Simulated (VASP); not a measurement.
Pt:

```xyz
1
Lattice="0.0000 1.9609 1.9609 1.9609 0.0000 1.9609 1.9609 1.9609 0.0000" Properties=species:S:1:pos:R:3 pbc="T T T"
Pt    0.0000    0.0000    0.0000
```

| Item | Value |
| --- | --- |
| Program | VASP 6.6.1 |
| Task | relaxation of cell and atoms |
| Functional | PBE |
| Potentials or basis | VASP PAW PBE potentials, release 64 (Pt) |
| Cutoff | 600 eV |
| k mesh | 12 × 12 × 12 |
| Occupations | fermi-dirac, width 0.05 eV |
| Spin | no spin polarisation |

At the start: pressure 9.8 GPa; volume 15.08 Å³/atom.

Q: Where does the relaxation end?

A: Over 4 steps the energy falls by 16.1 meV/atom and the volume is 15.63 Å³/atom (+3.6 %); space group Fm-3m (No. 225, to 0.05 Å).

Step by step:
| step | energy change (eV) | largest force (eV/Å) | pressure (GPa) | volume (Å³) |
| --- | --- | --- | --- | --- |
| 1 | 0.0000 | 0.0000 | 9.84 | 15.08 |
| 2 | 0.0828 | 0.0000 | -18.20 | 17.19 |
| 3 | -0.0161 | 0.0000 | -0.31 | 15.65 |
| 4 | -0.0161 | 0.0000 | -0.03 | 15.63 |

Final structure:
```xyz
1
Lattice="0.0000 1.9845 1.9845 1.9845 0.0000 1.9845 1.9845 1.9845 0.0000" Properties=species:S:1:pos:R:3 pbc="T T T"
Pt    0.0000    0.0000    0.0000
```
